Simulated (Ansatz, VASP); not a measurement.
**BP in VASP and in Ansatz**

```
CELL_PARAMETERS angstrom
0.00000 2.29078 2.29078
2.29078 0.00000 2.29078
2.29078 2.29078 0.00000
ATOMIC_POSITIONS crystal
B 0.00000 0.00000 0.00000
P 0.25000 0.25000 0.25000
```

Alike in both runs: task single point; functional r2SCAN; k mesh 8 × 8 × 8; no spin polarisation.

```csv
,VASP,Ansatz
version,VASP 6.6.1,Ansatz 0.2.0
potentials or method,"VASP PAW PBE potentials, release 64 (B, P)","plane waves, PAW"
plane-wave cutoff (eV),520,500
occupations,"gaussian, width 0.01 eV",fixed
valence electrons in the cell,8,8
```

VASP gave:

```
gap on the k mesh at the Fermi level (eV) : 1.51
pressure (GPa)                            : -5.2
```

**Question.** Which values does Ansatz return?

**Answer.** gap on the k mesh at the Fermi level (eV): 1.48; pressure (GPa): -4.7.

VASP's potentials were made for PBE, not for r2SCAN.
